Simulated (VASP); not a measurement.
**Ti: single point with LDA**

Crystal: Ti.

```
Ti
1.0
    -1.64100    1.64100    1.66562
     1.64100   -1.64100    1.66562
     1.64100    1.64100   -1.66562
Ti
1
Direct
  0.00000 0.00000 0.00000
```

This cell differs from its parent crystal: strain +0.000 along x and y, +0.015 along z.

```json
{
  "Program": "VASP 6.6.1",
  "Task": "single point",
  "Functional": "LDA",
  "Potentials or basis": "VASP PAW LDA potentials, release 64 (Ti_sv)",
  "Cutoff": "520 eV",
  "k mesh": "20 × 20 × 20",
  "Occupations": "gaussian, width 0.15 eV",
  "Spin": "no spin polarisation"
}
```

- Pressure: -12.0 GPa
- Band gap on the k mesh: zero (band 6 reaches 8.41 eV, above the bottom of band 7 at 6.89 eV)

Stress tensor (GPa, compression positive):
```
-12.09   0.00   0.00
  0.00 -12.09   0.00
  0.00   0.00 -11.76
```

Levels at points of the mesh, in eV from the Fermi level:
```tsv
k point	band 3	band 4	band 5	band 6	band 7	band 8	band 9	band 10
(0.00, 0.00, 0.00)	-32.16	-32.15	-5.80	0.89	0.89	0.99	2.57	2.68
(0.50, 0.00, 0.00)	-32.35	-32.16	-2.37	-0.36	1.12	2.55	2.93	4.08
(0.50, 0.50, 0.00)	-32.36	-32.16	-2.37	-0.48	1.21	2.68	2.97	4.10
(0.50, 0.50, 0.50)	-32.58	-32.58	-2.01	-1.98	3.73	3.76	3.76	7.86
```

It took 2.2 min on 1 thread of Intel(R) Xeon(R) Platinum 8259CL CPU @ 2.50GHz (Skylake/Cascade Lake) (shared host), peak memory 0.23 GiB.

Caveat: the cell differs from its parent crystal (strain +0.000 along x and y, +0.015 along z).
